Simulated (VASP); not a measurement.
# Si5Ge in VASP: a series of runs

Si5Ge is run at these levels: PBE; tasks: single point.

Program: VASP 6.6.1. These are calculated values, not measurements. Logs are shortened: lines on timing, memory, paths and dates and some standing lists are left out, and cuts for length are marked.

## 1. The cell of the first run

The typed cell holds 6 atoms: a = 3.064 Å, b = 3.064 Å, c = 11.562 Å, α = 90.00°, β = 90.00°, γ = 120.00°.

The cell was generated, and may not be a known phase.

## 2. Single point, PBE

INCAR

```
SYSTEM = Si5Ge
ALGO = Normal
EDIFF = 1E-6
ENCUT = 500
GGA = PE
GGA_COMPAT = .False.
ISIF = 2
ISMEAR = 0
LASPH = .True.
LCHARG = .True.
LELF = .True.
LREAL = .False.
LVHAR = .True.
LWAVE = .False.
NBANDS = 26
NELM = 120
PREC = Accurate
SIGMA = 0.2
```

KPOINTS

```
k-points
0
Gamma
  6 6 1
  0 0 0
```

POSCAR

```
Si5Ge
1.0
    3.0638232377      0.0000000000      0.0000000000
   -1.5319116188      2.6533487565      0.0000000000
    0.0000000000      0.0000000000     11.5615956812
Si Ge
5 1
Direct
    0.3333333333      0.6666666667      0.0149930828
    0.0000000000      0.0000000000      0.1743188265
    0.3333333333      0.6666666667      0.3333424017
    0.0000000000      0.0000000000      0.4923522810
    0.3333333333      0.6666666667      0.6516699854
    0.0000000000      0.0000000000      0.8333224026
```

Potentials or basis: VASP PAW PBE potentials, release 64 (Si, Ge_d).

Command:

```
$ cat potpaw_PBE.64/Si/POTCAR potpaw_PBE.64/Ge_d/POTCAR > POTCAR
$ mpirun -np 1 vasp_std > vasp.out
```

OUTCAR:

```text
SYSTEM = Si5Ge
   EDIFF = 1E-6
   ENCUT = 500
   GGA = PE
   ISIF = 2
   ISMEAR = 0
   LASPH = .True.
   LREAL = .False.
   NELM = 120
   PREC = Accurate

 ion  position               nearest neighbor table
   1  0.333  0.667  0.015-   2 2.55   2 2.55   2 2.55   6 2.75   6 2.75   6 2.75
   2  0.000  0.000  0.174-   3 2.55   3 2.55   3 2.55   1 2.55   1 2.55   1 2.55
   3  0.333  0.667  0.333-   4 2.55   4 2.55   4 2.55   2 2.55   2 2.55   2 2.55
   4  0.000  0.000  0.492-   3 2.55   3 2.55   3 2.55   5 2.55   5 2.55   5 2.55
   5  0.333  0.667  0.652-   4 2.55   4 2.55   4 2.55   6 2.75   6 2.75   6 2.75
   6  0.000  0.000  0.833-   5 2.75   5 2.75   5 2.75   1 2.75   1 2.75   1 2.75

  LATTYP: Found a hexagonal cell.
 ALAT       =     3.0638232377
 C/A-ratio  =     3.7735844349

  Lattice vectors:

 A1 = (   3.0638232377,   0.0000000000,   0.0000000000)
 A2 = (  -1.5319116188,   2.6533487565,   0.0000000000)
 A3 = (   0.0000000000,   0.0000000000,  11.5615956812)

Analysis of symmetry for initial positions (statically):
=====================================================================
 Subroutine PRICEL returns:
 Original cell was already a primitive cell.

 Routine SETGRP: Setting up the symmetry group for a
 hexagonal supercell.

 Subroutine GETGRP returns: Found  6 space group operations
 (whereof  6 operations were pure point group operations)
 out of a pool of 24 trial point group operations.

The static configuration has the point symmetry C_3v.

Analysis of symmetry for dynamics (positions and initial velocities):
=====================================================================
 Subroutine PRICEL returns:
 Original cell was already a primitive cell.

 Routine SETGRP: Setting up the symmetry group for a
 hexagonal supercell.

 Subroutine GETGRP returns: Found  6 space group operations
 (whereof  6 operations were pure point group operations)
 out of a pool of 24 trial point group operations.

The dynamic configuration has the point symmetry C_3v.

 Subroutine INISYM returns: Found  6 space group operations
 (whereof  6 operations are pure point group operations),
 and found     1 'primitive' translations

----------------------------------------------------------------------------------------

[... 82 lines left out ...]
   EDIFF  = 0.1E-05   stopping-criterion for ELM
   LREAL  =      F    real-space projection
   EDIFFG = 0.1E-04   stopping-criterion for IOM
   NSW    =      0    number of steps for IOM
   IBRION =     -1    ionic relax: 0-MD 1-quasi-New 2-CG
   NFREE  =      0    steps in history (QN), initial steepest desc. (CG)
   ISIF   =      2    stress and relaxation
   ISYM   =      2    0-nonsym 1-usesym 2-fastsym
   POTIM  = 0.5000    time-step for ionic-motion
   TEBEG  =    0.0;   TEEND  =   0.0 temperature during run
   PSTRESS=    0.0 pullay stress
   NELECT =      34.0000    total number of electrons
   NUPDOWN=      -1.0000    fix difference up-down
   EMIN   =  10.00;   EMAX   =-10.00  energy-range for DOS
   EFERMI =   0.00;   METHOD = LEGACY
   ISMEAR =     0;   SIGMA  =   0.20  broadening in eV -4-tet -1-fermi 0-gaus
   EFERMI_NEDOS =   21; number of points for ismear=-14 and -15
   IALGO  =     38    algorithm
   IMIX   =      4    mixing-type and parameters
     AMIX     =   0.40;   BMIX     =  1.00
     AMIX_MAG =   1.60;   BMIX_MAG =  1.00
  volume/ion in A,a.u.               =      15.66       105.71
  Fermi-wavevector in a.u.,A,eV,Ry     =   1.166476  2.204320 18.512993  1.360667
  Thomas-Fermi vector in A             =   2.302989
   LORBIT       =      0    0 simple, 1 ext, 2 COOP (PROOUT), +10 PAW based schemes
   GGA     = PE    functional components
   LHFCALC =     F    Hartree Fock is set to
   AEXX    =    0.0000 exact exchange contribution
   IVDW    =     0    specifies the selected vdW correction
   LEPSILON=     F    determine dielectric tensor
   LRPA    =     F    only Hartree local field effects (RPA)
 non-spin polarized calculation
 Gauss-broadening in eV      SIGMA  =   0.20
  energy-cutoff  :      500.00
  volume of cell :       93.99
 maximum number of plane-waves:      2419
 NGX is ok and might be reduce to    24
   NGX = 11   NGY = 11   NGZ = 43

 number of electron      34.0000003 magnetization

 Free energy of the ion-electron system (eV)
  ---------------------------------------------------
  ext. energy  EPLUGINS =         0.00000000
  ---------------------------------------------------
  free energy    TOTEN  =       -28.97309986 eV

  energy without entropy =      -28.94139307  energy(sigma->0) =      -28.95724646

 E-fermi :   8.9316     XC(G=0): -11.0658

 val. band max:        8.7211383718   @ k =   0.1667   0.0000   0.0000
 cond. band min:       9.0033209093   @ k =   0.1667   0.1667   0.0000
 fundamental gap:      0.2821825376
 Fermi energy:         8.9316119167

 k-point     1 :       0.0000    0.0000    0.0000
  band No.  band energies     occupation
      1     -15.8600      2.00000
      2     -15.8600      2.00000
      3     -15.8151      2.00000
      4     -15.7812      2.00000
      5     -15.7812      2.00000
      6      -4.9510      2.00000
[... 192 lines left out ...]
     25      12.4496      0.00000
     26      13.8846      0.00000

------------------------ aborting loop because EDIFF is reached ----------------------------------------

  FORCE on cell =-STRESS in cart. coord.  units (eV):
  Direction    XX          YY          ZZ          XY          YZ          ZX
  --------------------------------------------------------------------------------------
  -------------------------------------------------------------------------------------
  Total        0.0069281      0.0069281      0.0492410      0.0000000      0.0000000      0.0000000
  in kB        0.1180994      0.1180994      0.8393853      0.0000000      0.0000000      0.0000000
  external PRESSURE =       0.3585280 kB  Pullay stress =       0.0000000 kB

 VOLUME and BASIS-vectors are now :
 -----------------------------------------------------------------------------
  energy-cutoff  :      500.00
  volume of cell :       93.99
      direct lattice vectors                 reciprocal lattice vectors
     3.063823238  0.000000000  0.000000000     0.326389587  0.188441116  0.000000000
    -1.531911619  2.653348756  0.000000000     0.000000000  0.376882231  0.000000000
     0.000000000  0.000000000 11.561595681     0.000000000  0.000000000  0.086493251

 POSITION                                       TOTAL-FORCE (eV/Angst)
 -----------------------------------------------------------------------------------
     -0.00000      1.76890      0.17334        -0.000000     -0.000000      0.013284
      0.00000      0.00000      2.01540         0.000000      0.000000     -0.011821
     -0.00000      1.76890      3.85397         0.000000     -0.000000     -0.000602
      0.00000      0.00000      5.69238         0.000000     -0.000000      0.012003
     -0.00000      1.76890      7.53434        -0.000000     -0.000000     -0.013377
      0.00000      0.00000      9.63454        -0.000000     -0.000000      0.000513
 -----------------------------------------------------------------------------------
    total drift:                               -0.000000      0.000000     -0.000043

  FREE ENERGIE OF THE ION-ELECTRON SYSTEM (eV)
  ---------------------------------------------------
  free  energy   TOTEN  =       -28.9730998598 eV

  energy  without entropy=      -28.9413930701  energy(sigma->0) =      -28.95724646
```

It took 23 s on 1 thread of Intel Xeon 8259CL, shared host; peak memory 0.2 GiB.

Results:

```yaml
Free_energy: -28.9731 eV
Pressure: 0.0 GPa
Largest_force: 0.013 eV/Å
Band_gap_on_the_k_mesh: zero (bands 17 and 18 overlap by 7.60 eV)
```

Forces on the atoms (eV/Å):
```
Si   0.000  0.000  0.013
Si   0.000  0.000 -0.012
Si   0.000  0.000 -0.001
Si   0.000  0.000  0.012
Si   0.000  0.000 -0.013
Ge   0.000  0.000  0.001
```

Caveat: the k points lie up to 0.54 Å⁻¹ apart, too coarse for converged energies and pressures of a metal.

## 3. Single point, PBE

This run uses another cell than the first one, of 15.77 Å³/atom.

INCAR

```
PREC = Accurate ; ENCUT = 500
EDIFF = 1E-6 ; ISMEAR = 0
SIGMA = 0.2 ; LREAL = F
LASPH = T ; NELM = 120
ALGO = Normal ; ISIF = 2
LWAVE = F ; LCHARG = F
GGA = PE ; NBANDS = 26
GGA_COMPAT = F
```

KPOINTS

```
Automatic mesh
0
Gamma
  6 6 1
```

POSCAR

```
Si5Ge
1.0
    2.6645142235      0.0000000000      0.0000000000
   -1.3322571118      2.3075370063      0.0000000000
    0.0000000000      0.0000000000     15.3880135062
Si Ge
5 1
Direct
    0.6666666667      0.3333333333      0.8167012235
    0.0000000000      0.0000000000      0.6531554434
    0.6666666667      0.3333333333      0.5000000000
    0.0000000000      0.0000000000      0.3468445566
    0.6666666667      0.3333333333      0.1832987765
    0.0000000000      0.0000000000      0.0000000000
```

Potentials or basis: VASP PAW PBE potentials, release 64 (Si, Ge_d).

Command:

```
$ cat potpaw_PBE.64/Si/POTCAR potpaw_PBE.64/Ge_d/POTCAR > POTCAR
$ mpirun -np 1 vasp_std > vasp.out
```

Wall time 23 s (1 thread of Intel Xeon 8259CL, shared host); peak memory 0.2 GiB.

Results (log left out):

```
Free energy            : -28.5496 eV
Pressure               : 0.3 GPa
Largest force          : 0.052 eV/Å
Band gap on the k mesh : zero (bands 17 and 18 overlap by 9.23 eV)
```

Forces on the atoms (eV/Å):
```
Si   0.000  0.000  0.052
Si   0.000  0.000 -0.015
Si   0.000  0.000  0.000
Si   0.000  0.000  0.015
Si   0.000  0.000 -0.052
Ge   0.000  0.000  0.000
```

Stress tensor (GPa, compression positive):
```
0.36 0.00 0.00
0.00 0.36 0.00
0.00 0.00 0.13
```

Levels at points of the mesh, in eV from the Fermi level:
| k point | band 14 | band 15 | band 16 | band 17 | band 18 | band 19 | band 20 | band 21 |
| --- | --- | --- | --- | --- | --- | --- | --- | --- |
| (0.00, 0.00, 0.00) | -3.95 | 0.86 | 1.33 | 6.39 | 8.25 | 9.71 | 9.71 | 10.26 |
| (0.50, 0.00, 0.00) | -5.03 | -4.80 | -3.08 | -2.88 | -1.16 | 0.33 | 1.88 | 1.99 |

Caveat: the k points lie up to 0.45 Å⁻¹ apart, too coarse for converged energies and pressures of a metal.

The gap in the log of VASP goes by the Fermi energy; the results here count the filled bands.